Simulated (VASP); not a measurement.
# Pt (Fm-3m) in VASP: further runs, part 2 of 2

VASP 6.6.1. Earlier steps stand in the parts before.

### 4 Single point, PBEsol, collinear spin, ferromagnetic start

This run uses another cell than the first one, of 15.04 Å³/atom, 0.917 times its volume.

Input file INCAR:

```
PREC = Accurate
ENCUT = 520
EDIFF = 1E-7
ISMEAR = 0
SIGMA = 0.15
LREAL = False
LASPH = True
NELM = 150
ALGO = Normal
ISIF = 2
LWAVE = False
LCHARG = False
ISPIN = 2
MAGMOM = 0.35
LORBIT = 11
NUPDOWN = 0.35
LMAXMIX = 4
GGA = PS
NBANDS = 15
```

Input file KPOINTS:

```
Automatic mesh
0
Gamma
  22 22 22
```

Input file POSCAR:

```
Pt
1.0
    0.0000000000      1.9589709028      1.9589709028
    1.9589709028      0.0000000000      1.9589709028
    1.9589709028      1.9589709028      0.0000000000
Pt
1
Direct
    0.0000000000      0.0000000000      0.0000000000
```

Potentials or basis: VASP PAW PBE potentials, release 64 (Pt).

Command:

```
> cat potpaw_PBE.64/Pt/POTCAR > POTCAR
> mpirun -np 1 vasp_std > vasp.out
```

OUTCAR:

```text
PREC = Accurate
   ENCUT = 520
   EDIFF = 1E-7
   ISMEAR = 0
   LREAL = False
   LASPH = True
   NELM = 150
   ISIF = 2
   ISPIN = 2
   LORBIT = 11
   NUPDOWN = 0.35
   GGA = PS

 ion  position               nearest neighbor table
   1  0.000  0.000  0.000-

  LATTYP: Found a face centered cubic cell.
 ALAT       =     3.9179418056

  Lattice vectors:

 A1 = (   0.0000000000,   1.9589709028,   1.9589709028)
 A2 = (   1.9589709028,   0.0000000000,   1.9589709028)
 A3 = (   1.9589709028,   1.9589709028,   0.0000000000)

Analysis of symmetry for initial positions (statically):
=====================================================================
 Subroutine PRICEL returns:
 Original cell was already a primitive cell.

 Routine SETGRP: Setting up the symmetry group for a
 face centered cubic supercell.

 Subroutine GETGRP returns: Found 48 space group operations
 (whereof 48 operations were pure point group operations)
 out of a pool of 48 trial point group operations.

The static configuration has the point symmetry O_h .

Analysis of symmetry for dynamics (positions and initial velocities):
=====================================================================
 Subroutine PRICEL returns:
 Original cell was already a primitive cell.

 Routine SETGRP: Setting up the symmetry group for a
 face centered cubic supercell.

 Subroutine GETGRP returns: Found 48 space group operations
 (whereof 48 operations were pure point group operations)
 out of a pool of 48 trial point group operations.

The dynamic configuration has the point symmetry O_h .

Analysis of structural, dynamic, and magnetic symmetry:
=====================================================================
 Subroutine PRICEL returns:
 Original cell was already a primitive cell.

 Routine SETGRP: Setting up the symmetry group for a
 face centered cubic supercell.

 Subroutine GETGRP returns: Found 48 space group operations
 (whereof 48 operations were pure point group operations)
 out of a pool of 48 trial point group operations.

The overall configuration has the point symmetry O_h .

[... 150 lines left out ...]
 Fermi energy:        11.2661982171

 spin component 1

 k-point     1 :       0.0000    0.0000    0.0000
  band No.  band energies     occupation
      1       0.7951      1.00000
      2       7.2170      1.00000
      3       7.2170      1.00000
      4       7.2170      1.00000
      5       9.4148      1.00000
      6       9.4148      1.00000
      7      25.7477      0.00000
      8      30.7228      0.00000
      9      30.7228      0.00000
     10      30.7228      0.00000
     11      36.0523      0.00000
     12      43.2758      0.00000
     13      43.2942      0.00000
     14      43.2943      0.00000
[... 403 lines left out ...]
      4       9.8557      1.00000
      5      10.9756      0.99692
      6      11.6855      0.00004
      7      17.1074      0.00000
      8      25.4702      0.00000
      9      29.7930      0.00000
     10      30.2386      0.00000
     11      39.1567      0.00000
     12      39.5260      0.00000
     13      40.7611      0.00000
     14      43.7088      0.00000
     15      43.7792      0.00000

 [... further k-points ...]

 spin component 2

 k-point     1 :       0.0000    0.0000    0.0000
  band No.  band energies     occupation
      1       0.8546      1.00000
      2       7.4540      1.00000
      3       7.4540      1.00000
      4       7.4540      1.00000
      5       9.6314      1.00000
      6       9.6315      1.00000
      7      25.7962      0.00000
      8      30.7650      0.00000
      9      30.7650      0.00000
     10      30.7650      0.00000
     11      36.0525      0.00000
     12      43.3788      0.00000
     13      43.3788      0.00000
     14      43.3788      0.00000
[... 403 lines left out ...]
      4       9.9605      1.00000
      5      11.2323      0.10964
      6      11.8763      0.00000
      7      17.2987      0.00000
      8      25.5035      0.00000
      9      29.8760      0.00000
     10      30.3217      0.00000
     11      39.2189      0.00000
     12      39.5885      0.00000
     13      40.8314      0.00000
     14      44.0665      0.00000
     15      44.1459      0.00000

 [... further k-points ...]
[... 5 lines left out ...]
  --------------------------------------------------------------------------------------
  -------------------------------------------------------------------------------------
  Total        0.0279277      0.0279277      0.0279277     -0.0000000      0.0000000      0.0000000
  in kB        2.9759950      2.9759950      2.9759950     -0.0000000      0.0000000      0.0000000
  external PRESSURE =       2.9759950 kB  Pullay stress =       0.0000000 kB

 VOLUME and BASIS-vectors are now :
 -----------------------------------------------------------------------------
  energy-cutoff  :      520.00
  volume of cell :       15.04
      direct lattice vectors                 reciprocal lattice vectors
     0.000000000  1.958970903  1.958970903    -0.255236052  0.255236052  0.255236052
     1.958970903  0.000000000  1.958970903     0.255236052 -0.255236052  0.255236052
     1.958970903  1.958970903  0.000000000     0.255236052  0.255236052 -0.255236052

 POSITION                                       TOTAL-FORCE (eV/Angst)
 -----------------------------------------------------------------------------------
      0.00000      0.00000      0.00000        -0.000000      0.000000     -0.000000
 -----------------------------------------------------------------------------------
    total drift:                               -0.000000     -0.000000     -0.000000

  FREE ENERGIE OF THE ION-ELECTRON SYSTEM (eV)
  ---------------------------------------------------
  free  energy   TOTEN  =        -6.9622872172 eV

  energy  without entropy=       -6.9449208585  energy(sigma->0) =       -6.95360404

 total charge

# of ion       s       p       d       tot
------------------------------------------
    1        0.635   0.620   8.037   9.292

 magnetization (x)

# of ion       s       p       d       tot
------------------------------------------
    1       -0.000  -0.004   0.350   0.347
```

stdout:

```text
POSCAR found type information on POSCAR Pt
 POSCAR found :  1 types and       1 ions
 scaLAPACK will be used
 -----------------------------------------------------------------------------
|                                                                             |
|                                                                             |
|     You enforced a specific xc type in the INCAR file but a different       |
|     I HOPE YOU KNOW WHAT YOU ARE DOING!                                     |
|                                                                             |
 -----------------------------------------------------------------------------

 LDA part: xc-table for (Slater+PW92), standard interpolation
 POSCAR, INCAR and KPOINTS ok, starting setup
 FFT: planning ... GRIDC
 FFT: planning ... GRID_SOFT
 FFT: planning ... GRID
 WAVECAR not read
 entering main loop
```

Run time: 5.5 min. Hardware: 1 thread of AMD EPYC 7R43 (Zen 3), shared host; peak memory 0.2 GiB.

Results:

```
Free energy                                           : -6.9623 eV
Pressure                                              : 0.3 GPa
Net moment                                            : 0.35 μB per cell
Site moments                                          : Pt +0.35 μB
Valence electrons inside the program's atomic spheres : Pt 9.29
```

Caveat: the PAW data sets were made with another functional, which shifts forces and pressure a little; spin-orbit coupling is left out, which moves the levels of the heavy elements; the total moment is fixed, so each spin has its own Fermi level.

### 5 Single point, PBEsol, collinear spin, ferromagnetic start

This run uses another cell than the first one, of 15.71 Å³/atom, 0.959 times its volume.

Input file INCAR:

```
PREC = Accurate
ENCUT = 520
EDIFF = 1E-6
ISMEAR = 0
SIGMA = 0.15
LREAL = F
LASPH = T
NELM = 150
ALGO = Fast
ISIF = 2
LWAVE = F
LCHARG = F
ISPIN = 2
MAGMOM = 0.1
LORBIT = 11
NUPDOWN = 0.1
LMAXMIX = 4
GGA = PS
NBANDS = 15
```

Input file KPOINTS:

```
regular mesh
0
Gamma
  22 22 22
```

Input file POSCAR:

```
Pt
1.0
    0.0000000000      1.9879272712      1.9879272712
    1.9879272712      0.0000000000      1.9879272712
    1.9879272712      1.9879272712      0.0000000000
Pt
1
Direct
    0.0000000000      0.0000000000      0.0000000000
```

Potentials or basis: VASP PAW PBE potentials, release 64 (Pt).

Command:

```
> cat potpaw_PBE.64/Pt/POTCAR > POTCAR
> mpirun -np 1 vasp_std > vasp.out
```

OUTCAR:

```text
PREC = Accurate
   ENCUT = 520
   EDIFF = 1E-6
   ISMEAR = 0
   LREAL = F
   LASPH = T
   NELM = 150
   ISIF = 2
   ISPIN = 2
   LORBIT = 11
   NUPDOWN = 0.1
   GGA = PS

 ion  position               nearest neighbor table
   1  0.000  0.000  0.000-

  LATTYP: Found a face centered cubic cell.
 ALAT       =     3.9758545424

  Lattice vectors:

 A1 = (   0.0000000000,   1.9879272712,   1.9879272712)
 A2 = (   1.9879272712,   0.0000000000,   1.9879272712)
 A3 = (   1.9879272712,   1.9879272712,   0.0000000000)

Analysis of symmetry for initial positions (statically):
=====================================================================
 Subroutine PRICEL returns:
 Original cell was already a primitive cell.

 Routine SETGRP: Setting up the symmetry group for a
 face centered cubic supercell.

 Subroutine GETGRP returns: Found 48 space group operations
 (whereof 48 operations were pure point group operations)
 out of a pool of 48 trial point group operations.

The static configuration has the point symmetry O_h .

Analysis of symmetry for dynamics (positions and initial velocities):
=====================================================================
 Subroutine PRICEL returns:
 Original cell was already a primitive cell.

 Routine SETGRP: Setting up the symmetry group for a
 face centered cubic supercell.

 Subroutine GETGRP returns: Found 48 space group operations
 (whereof 48 operations were pure point group operations)
 out of a pool of 48 trial point group operations.

The dynamic configuration has the point symmetry O_h .

Analysis of structural, dynamic, and magnetic symmetry:
=====================================================================
 Subroutine PRICEL returns:
 Original cell was already a primitive cell.

 Routine SETGRP: Setting up the symmetry group for a
 face centered cubic supercell.

 Subroutine GETGRP returns: Found 48 space group operations
 (whereof 48 operations were pure point group operations)
 out of a pool of 48 trial point group operations.

The overall configuration has the point symmetry O_h .

 Subroutine INISYM returns: Found 48 space group operations
 (whereof 48 operations are pure point group operations),
 and found     1 'primitive' translations

----------------------------------------------------------------------------------------

                                     Primitive cell

  volume of cell :      15.7120

  direct lattice vectors                    reciprocal lattice vectors
     0.000000000  1.987927271  1.987927271    -0.251518256  0.251518256  0.251518256
     1.987927271  0.000000000  1.987927271     0.251518256 -0.251518256  0.251518256
     1.987927271  1.987927271  0.000000000     0.251518256  0.251518256 -0.251518256

  length of vectors
     2.811353708  2.811353708  2.811353708     0.435642398  0.435642398  0.435642398

  position of ions in fractional coordinates (direct lattice)
     0.000000000  0.000000000  0.000000000

  ion indices of the primitive-cell ions
   primitive index   ion index
                 1           1

----------------------------------------------------------------------------------------

 KPOINTS: regular mesh

Automatic generation of k-mesh.
 Grid dimensions read from file:
 generate k-points for:   22   22   22

 Generating k-lattice:

  Cartesian coordinates                     Fractional coordinates (reciprocal lattice)
    -0.011432648  0.011432648  0.011432648     0.045454545  0.000000000  0.000000000
     0.011432648 -0.011432648  0.011432648     0.000000000  0.045454545  0.000000000
[... 68 lines left out ...]
   PSTRESS=    0.0 pullay stress
   NELECT =      10.0000    total number of electrons
   NUPDOWN=       0.1000    fix difference up-down
   EMIN   =  10.00;   EMAX   =-10.00  energy-range for DOS
   EFERMI =   0.00;   METHOD = LEGACY
   ISMEAR =     0;   SIGMA  =   0.15  broadening in eV -4-tet -1-fermi 0-gaus
   EFERMI_NEDOS =   21; number of points for ismear=-14 and -15
   IALGO  =     68    algorithm
   IMIX   =      4    mixing-type and parameters
     AMIX     =   0.40;   BMIX     =  1.00
     AMIX_MAG =   1.60;   BMIX_MAG =  1.00
  volume/ion in A,a.u.               =      15.71       106.03
  Fermi-wavevector in a.u.,A,eV,Ry     =   1.408200  2.661112 26.980724  1.983027
  Thomas-Fermi vector in A             =   2.530382
   LORBIT       =     11    0 simple, 1 ext, 2 COOP (PROOUT), +10 PAW based schemes
   GGA     = PS    functional components
   LHFCALC =     F    Hartree Fock is set to
   AEXX    =    0.0000 exact exchange contribution
   IVDW    =     0    specifies the selected vdW correction
   LEPSILON=     F    determine dielectric tensor
   LRPA    =     F    only Hartree local field effects (RPA)
 spin polarized calculation
 RMM-DIIS sequential band-by-band and
 Gauss-broadening in eV      SIGMA  =   0.15
  energy-cutoff  :      520.00
  volume of cell :       15.71
 maximum number of plane-waves:       444
 NGX is ok and might be reduce to    24
   NGX = 11   NGY = 11   NGZ = 11

 number of electron      10.0000002 magnetization       0.1000000

 Free energy of the ion-electron system (eV)
  ---------------------------------------------------
  ext. energy  EPLUGINS =         0.00000000
  ---------------------------------------------------
  free energy    TOTEN  =        -6.94892023 eV

  energy without entropy =       -6.92750872  energy(sigma->0) =       -6.93821448

 E-fermi :  10.3055     XC(G=0): -13.3864

 val. band max:       10.3269958207   @ k =  -0.4091   0.3636   0.0455
 cond. band min:      10.3090820845   @ k =  -0.4091   0.3636   0.1364
 fundamental gap:     -0.0179137362
 Fermi energy:        10.3360105474

 spin component 1

 k-point     1 :       0.0000    0.0000    0.0000
  band No.  band energies     occupation
      1       0.4753      1.00000
      2       6.7299      1.00000
      3       6.7299      1.00000
      4       6.7299      1.00000
      5       8.7697      1.00000
      6       8.7697      1.00000
      7      25.0453      0.00000
      8      29.7721      0.00000
      9      29.7721      0.00000
     10      29.7721      0.00000
     11      34.9291      0.00000
     12      41.5351      0.00000
     13      41.5351      0.00000
     14      41.5351      0.00000
[... 403 lines left out ...]
      4       9.2187      1.00000
      5      10.2294      0.84260
      6      10.9265      0.00000
      7      16.0153      0.00000
      8      24.7348      0.00000
      9      28.6629      0.00000
     10      29.1092      0.00000
     11      37.6547      0.00000
     12      37.9625      0.00000
     13      39.2309      0.00000
     14      43.0519      0.00000
     15      43.1810      0.00000

 [... further k-points ...]

 spin component 2

 k-point     1 :       0.0000    0.0000    0.0000
  band No.  band energies     occupation
      1       0.4915      1.00000
      2       6.7977      1.00000
      3       6.7977      1.00000
      4       6.7977      1.00000
      5       8.8315      1.00000
      6       8.8315      1.00000
      7      25.0579      0.00000
      8      29.7834      0.00000
      9      29.7834      0.00000
     10      29.7834      0.00000
     11      34.9294      0.00000
     12      41.5577      0.00000
     13      41.5577      0.00000
     14      41.5577      0.00000
[... 403 lines left out ...]
      4       9.2506      1.00000
      5      10.3028      0.51007
      6      10.9785      0.00000
      7      16.0694      0.00000
      8      24.7434      0.00000
      9      28.6850      0.00000
     10      29.1313      0.00000
     11      37.6715      0.00000
     12      37.9794      0.00000
     13      39.2506      0.00000
     14      43.1489      0.00000
     15      43.2714      0.00000

 [... further k-points ...]
[... 5 lines left out ...]
  --------------------------------------------------------------------------------------
  -------------------------------------------------------------------------------------
  Total       -1.1149287     -1.1149287     -1.1149287      0.0000000      0.0000000      0.0000000
  in kB     -113.6910302   -113.6910302   -113.6910302      0.0000000      0.0000000      0.0000000
  external PRESSURE =    -113.6910302 kB  Pullay stress =       0.0000000 kB

 VOLUME and BASIS-vectors are now :
 -----------------------------------------------------------------------------
  energy-cutoff  :      520.00
  volume of cell :       15.71
      direct lattice vectors                 reciprocal lattice vectors
     0.000000000  1.987927271  1.987927271    -0.251518256  0.251518256  0.251518256
     1.987927271  0.000000000  1.987927271     0.251518256 -0.251518256  0.251518256
     1.987927271  1.987927271  0.000000000     0.251518256  0.251518256 -0.251518256

 POSITION                                       TOTAL-FORCE (eV/Angst)
 -----------------------------------------------------------------------------------
      0.00000      0.00000      0.00000         0.000000      0.000000      0.000000
 -----------------------------------------------------------------------------------
    total drift:                               -0.000000      0.000000     -0.000000

  FREE ENERGIE OF THE ION-ELECTRON SYSTEM (eV)
  ---------------------------------------------------
  free  energy   TOTEN  =        -6.9489202308 eV

  energy  without entropy=       -6.9275087234  energy(sigma->0) =       -6.93821448

 total charge

# of ion       s       p       d       tot
------------------------------------------
    1        0.612   0.564   8.003   9.178

 magnetization (x)

# of ion       s       p       d       tot
------------------------------------------
    1       -0.000  -0.001   0.101   0.099
```

stdout:

```text
POSCAR found type information on POSCAR Pt
 POSCAR found :  1 types and       1 ions
 scaLAPACK will be used
 -----------------------------------------------------------------------------
|                                                                             |
|                                                                             |
|     You enforced a specific xc type in the INCAR file but a different       |
|     I HOPE YOU KNOW WHAT YOU ARE DOING!                                     |
|                                                                             |
 -----------------------------------------------------------------------------

 LDA part: xc-table for (Slater+PW92), standard interpolation
 POSCAR, INCAR and KPOINTS ok, starting setup
 FFT: planning ... GRIDC
 FFT: planning ... GRID_SOFT
 FFT: planning ... GRID
 WAVECAR not read
 entering main loop
WARNING in EDDRMM: call to ZHEGV failed, returncode =   8  4     13
```

Wall time 4.7 min (1 thread of AMD EPYC 7R43 (Zen 3), shared host); peak memory 0.19 GiB.

What came out:

```
Free energy                                           : -6.9489 eV
Pressure                                              : -11.4 GPa
Net moment                                            : 0.10 μB per cell
Site moments                                          : Pt +0.10 μB
Valence electrons inside the program's atomic spheres : Pt 9.18
```

Caveat: the PAW data sets were made with another functional, which shifts forces and pressure a little; spin-orbit coupling is left out, which moves the levels of the heavy elements; the total moment is fixed, so each spin has its own Fermi level.

### 6 Overview

```csv
fixed moment (μB),cell,pressure (GPa),moment (μB)
0.2,"a = 2.851 Å, angles 60.0°, 1 atom",-19.7,0.20
0.45,"a = 2.770 Å, angles 60.0°, 1 atom",0.7,0.45
0.35,"a = 2.770 Å, angles 60.0°, 1 atom",0.3,0.35
0.1,"a = 2.811 Å, angles 60.0°, 1 atom",-11.4,0.10
```

Alike in all rows: task single point; level PBEsol; potentials or basis VASP PAW PBE potentials, release 64 (Pt); spin collinear, ferromagnetic start; k mesh 22 × 22 × 22; cutoff (eV) 520; smearing gaussian 0.15 eV.

Caveats: the PAW data sets were made with another functional, which shifts forces and pressure a little; spin-orbit coupling is left out, which moves the levels of the heavy elements; the total moment is fixed, so each spin has its own Fermi level.

Absolute energies hang on the potentials; compare differences alone.
